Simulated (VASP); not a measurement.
# AlN (Fm-3m) in VASP: vibrations by perturbation theory with LDA

Aim: the vibrations by perturbation theory of AlN with LDA.

Program: VASP 6.6.1. These are calculated values, not measurements. Logs are shortened: lines on timing, memory, paths and dates and some standing lists are left out, and cuts for length are marked.

**1. The cell of the first run**

The structure is cubic, space group Fm-3m (No. 225). Conventional cell: a = 4.069 Å, b = 4.069 Å, c = 4.069 Å, α = 90.00°, β = 90.00°, γ = 90.00°. Within 2.7 Å of Al (site symmetry m-3m) lie 6 N at 2.03 Å. N (site symmetry m-3m) has 6 Al at 2.03 Å within 2.7 Å.

**2. Vibrations by perturbation theory, LDA**

INCAR

```
ALGO = Normal
EDIFF = 1E-8
ENCUT = 600
GGA_COMPAT = False
IBRION = 8
ISIF = 2
ISMEAR = 0
LASPH = True
LCHARG = False
LEPSILON = True
LREAL = False
LWAVE = False
NELM = 120
NSW = 1
PREC = Accurate
SIGMA = 0.01
```

KPOINTS

```
k-points
0
Gamma
  10 10 10
```

POSCAR

```
AlN
1.0
    0.0000000000      2.0345180000      2.0345180000
    2.0345180000      0.0000000000      2.0345180000
    2.0345180000      2.0345180000      0.0000000000
Al N
1 1
Direct
    0.5000000000      0.5000000000      0.5000000000
    0.0000000000      0.0000000000      0.0000000000
```

Potentials or basis: VASP PAW LDA potentials, release 64 (Al, N).

Started as:

```console
cat potpaw_LDA.64/Al/POTCAR potpaw_LDA.64/N/POTCAR > POTCAR
mpirun -np 1 vasp_std > vasp.out
```

OUTCAR:

```text
EDIFF = 1E-8
   ENCUT = 600
   IBRION = 8
   ISIF = 2
   ISMEAR = 0
   LASPH = True
   LEPSILON = True
   LREAL = False
   NELM = 120
   NSW = 1
   PREC = Accurate

 ion  position               nearest neighbor table
   1  0.500  0.500  0.500-   2 2.03   2 2.03   2 2.03   2 2.03   2 2.03   2 2.03
   2  0.000  0.000  0.000-   1 2.03   1 2.03   1 2.03   1 2.03   1 2.03   1 2.03

  LATTYP: Found a face centered cubic cell.
 ALAT       =     4.0690360000

  Lattice vectors:

 A1 = (   0.0000000000,   2.0345180000,   2.0345180000)
 A2 = (   2.0345180000,   0.0000000000,   2.0345180000)
 A3 = (   2.0345180000,   2.0345180000,   0.0000000000)

Analysis of symmetry for initial positions (statically):
=====================================================================
 Subroutine PRICEL returns:
 Original cell was already a primitive cell.

 Routine SETGRP: Setting up the symmetry group for a
 face centered cubic supercell.

 Subroutine GETGRP returns: Found 48 space group operations
 (whereof 48 operations were pure point group operations)
 out of a pool of 48 trial point group operations.

The static configuration has the point symmetry O_h .

Analysis of symmetry for dynamics (positions and initial velocities):
=====================================================================
 Subroutine PRICEL returns:
 Original cell was already a primitive cell.

 Routine SETGRP: Setting up the symmetry group for a
 face centered cubic supercell.

 Subroutine GETGRP returns: Found 48 space group operations
 (whereof 48 operations were pure point group operations)
 out of a pool of 48 trial point group operations.

The dynamic configuration has the point symmetry O_h .

 Subroutine INISYM returns: Found 48 space group operations
 (whereof 48 operations are pure point group operations),
 and found     1 'primitive' translations

----------------------------------------------------------------------------------------

                                     Primitive cell

  volume of cell :      16.8428

  direct lattice vectors                    reciprocal lattice vectors
     0.000000000  2.034518000  2.034518000    -0.245758455  0.245758455  0.245758455
     2.034518000  0.000000000  2.034518000     0.245758455 -0.245758455  0.245758455
     2.034518000  2.034518000  0.000000000     0.245758455  0.245758455 -0.245758455

  length of vectors
     2.877242948  2.877242948  2.877242948     0.425666130  0.425666130  0.425666130

  position of ions in fractional coordinates (direct lattice)
     0.500000000  0.500000000  0.500000000
     0.000000000  0.000000000  0.000000000

  ion indices of the primitive-cell ions
   primitive index   ion index
                 1           1
                 2           2

----------------------------------------------------------------------------------------

 KPOINTS: k-points

Automatic generation of k-mesh.
 Grid dimensions read from file:
 generate k-points for:   10   10   10

 Generating k-lattice:

  Cartesian coordinates                     Fractional coordinates (reciprocal lattice)
    -0.024575845  0.024575845  0.024575845     0.100000000  0.000000000  0.000000000
     0.024575845 -0.024575845  0.024575845     0.000000000  0.100000000  0.000000000
     0.024575845  0.024575845 -0.024575845     0.000000000  0.000000000  0.100000000

  Length of vectors
     0.042566613  0.042566613  0.042566613

  Shift w.r.t. Gamma in fractional coordinates (k-lattice)
     0.000000000  0.000000000  0.000000000
[... 409 lines left out ...]

------------------------ aborting loop because EDIFF is reached ----------------------------------------

--------------------------------------- Ionic step        2  -------------------------------------------

------------------------ aborting loop because EDIFF is reached ----------------------------------------

--------------------------------------- Ionic step        3  -------------------------------------------

------------------------ aborting loop because EDIFF is reached ----------------------------------------

 PIEZOELECTRIC TENSOR FIELD DIRECTION 3  (e Angst)
 -----------------------------------------------------------------------------
     0.00006  0.00000  0.00000           ( -0.00001  0.00000  0.00000)
     0.00000  0.00006  0.00000           (  0.00000 -0.00001  0.00000)
     0.00000 -0.00000 -0.00046           (  0.00000  0.00000 -0.00002)

 PIEZOELECTRIC TENSOR FIELD DIRECTION 3  (C/m^2)
 -----------------------------------------------------------------------------
     0.00006  0.00000  0.00000
     0.00000  0.00006  0.00000
     0.00000 -0.00000 -0.00043

--------------------------------------- Ionic step        4  -------------------------------------------

------------------------ aborting loop because EDIFF is reached ----------------------------------------

[... ionic steps 5 to 6 ...]

--------------------------------------- Ionic step        7  -------------------------------------------

 Free energy of the ion-electron system (eV)
  ---------------------------------------------------
  ---------------------------------------------------
  free energy    TOTEN  =        -0.23239075 eV

  energy without entropy =       -0.23239075

------------------------ aborting loop because EDIFF is reached ----------------------------------------

 INTERNAL STRAIN TENSOR  FOR ION    2  DIRECTION 1   (eV/Angst):
 -----------------------------------------------------------------------------
    -0.02186 -0.00000  0.00000
     0.00000  0.01496  0.00000
     0.00000  0.00000  0.01496

 MACROSCOPIC STATIC DIELECTRIC TENSOR (including local field effects in DFT)
 ------------------------------------------------------
           5.172114     0.000000    -0.000000
           0.000000     5.172114     0.000000
          -0.000000    -0.000000     5.172114
 ------------------------------------------------------

 PIEZOELECTRIC TENSOR (including local field effects)  for field in x, y, z        (e  Angst)
          XX          YY          ZZ          XY          YZ          ZX
  --------------------------------------------------------------------------------
  x     0.00000     0.00000     0.00000     0.00000     0.00000     0.00000
  y     0.00000     0.00000     0.00000     0.00000     0.00000     0.00000
  z     0.00000     0.00000     0.00000     0.00000     0.00000     0.00000

 PIEZOELECTRIC TENSOR (including local field effects)  for field in x, y, z        (C/m^2)
          XX          YY          ZZ          XY          YZ          ZX
  --------------------------------------------------------------------------------
  x     0.00000     0.00000     0.00000     0.00000     0.00000     0.00000
  y     0.00000     0.00000     0.00000     0.00000     0.00000     0.00000
  z     0.00000     0.00000     0.00000     0.00000     0.00000     0.00000

 BORN EFFECTIVE CHARGES (including local field effects) (in |e|, cummulative output)
 ---------------------------------------------------------------------------------
 ion    1
    1     2.97459    -0.00000     0.00000
    2     0.00000     2.97459     0.00000
    3     0.00000     0.00000     2.97459
 ion    2
    1    -2.97459     0.00000    -0.00000
    2     0.00000    -2.97459    -0.00000
    3     0.00000    -0.00000    -2.97459

 INTERNAL STRAIN TENSOR FOR ION    2 for displacements in x,y,z  (eV/Angst):
          X           Y           Z          XY          YZ          ZX
  --------------------------------------------------------------------------------
  x     0.00000     0.00000     0.00000     0.00000     0.00000     0.00000
  y     0.00000     0.00000     0.00000     0.00000     0.00000     0.00000
  z     0.00000     0.00000     0.00000     0.00000     0.00000     0.00000

 SECOND DERIVATIVES (NOT SYMMETRIZED)
 ------------------------------------
               1X          1Y          1Z          2X          2Y          2Z
  1X    -6.286277    0.000000    0.000000    6.286277    0.000000    0.000000
  1Y     0.000000   -6.286277    0.000000    0.000000    6.286277    0.000000
  1Z     0.000000    0.000000   -6.286277    0.000000    0.000000    6.286277
  2X     6.286070    0.000000    0.000000   -6.286070    0.000000    0.000000
  2Y     0.000000    6.286070    0.000000    0.000000   -6.286070    0.000000
  2Z     0.000000    0.000000    6.286070    0.000000    0.000000   -6.286070

 Eigenvectors and eigenvalues of the dynamical matrix
 ----------------------------------------------------

   1 f  =   12.910135 THz    81.116773 2PiTHz  430.635765 cm-1    53.392006 meV
             X         Y         Z           dx          dy          dz
      2.034518  2.034518  2.034518     0.000000    0.584504    0.000000
      0.000000  0.000000  0.000000     0.000000   -0.811391    0.000000
[... 21 lines left out ...]
   6 f/i=    0.000101 THz     0.000632 2PiTHz    0.003353 cm-1     0.000416 meV
             X         Y         Z           dx          dy          dz
      2.034518  2.034518  2.034518     0.000000    0.000000    0.811391
      0.000000  0.000000  0.000000     0.000000    0.000000    0.584504

--------------------------------------------------------------------------------------------------------

 MACROSCOPIC STATIC DIELECTRIC TENSOR IONIC CONTRIBUTION
 ------------------------------------------------------
          15.122392     0.000000     0.000000
           0.000000    15.122392     0.000000
           0.000000     0.000000    15.122392
 ------------------------------------------------------

 ELASTIC MODULI CONTR FROM IONIC RELAXATION (kBar)
 Direction    XX          YY          ZZ          XY          YZ          ZX
 --------------------------------------------------------------------------------
 XX           0.0000      0.0000      0.0000      0.0000      0.0000      0.0000
 YY           0.0000      0.0000      0.0000      0.0000      0.0000      0.0000
 ZZ           0.0000      0.0000      0.0000      0.0000      0.0000      0.0000
 XY           0.0000      0.0000      0.0000      0.0000      0.0000      0.0000
 YZ           0.0000      0.0000      0.0000      0.0000      0.0000      0.0000
 ZX           0.0000      0.0000      0.0000      0.0000      0.0000      0.0000
 --------------------------------------------------------------------------------

 PIEZOELECTRIC TENSOR IONIC CONTR  for field in x, y, z        (C/m^2)
          XX          YY          ZZ          XY          YZ          ZX
  --------------------------------------------------------------------------------
  x     0.00000     0.00000     0.00000     0.00000     0.00000     0.00000
  y     0.00000     0.00000     0.00000     0.00000     0.00000     0.00000
  z     0.00000     0.00000     0.00000     0.00000     0.00000     0.00000
```

It took 2.4 min on 1 thread of AMD EPYC 7R43 (Zen 3), shared host; peak memory 0.13 GiB.

What came out:

```
Electronic dielectric tensor (diagonal)                 : 5.17
Born charges (mean of the diagonal)                     : Al +2.97; N -2.97 e
Highest phonon frequency at Γ, LO-TO splitting left out : 431 cm⁻¹
```

Phonon frequencies in cm⁻¹ (negative: imaginary):
| q point | frequencies |
| --- | --- |
| (0.000, 0.000, 0.000) | 0 0 0 431 431 431 |

Electronic dielectric tensor:
```
5.17 0.00 0.00
0.00 5.17 0.00
0.00 0.00 5.17
```

Born effective charge tensors (e):
atom 1, Al
```
2.97 0.00 0.00
0.00 2.97 0.00
0.00 0.00 2.97
```
atom 2, N
```
-2.97  0.00  0.00
 0.00 -2.97  0.00
 0.00  0.00 -2.97
```

Caveat: the cell stands under pressure or tension, which shifts response properties.
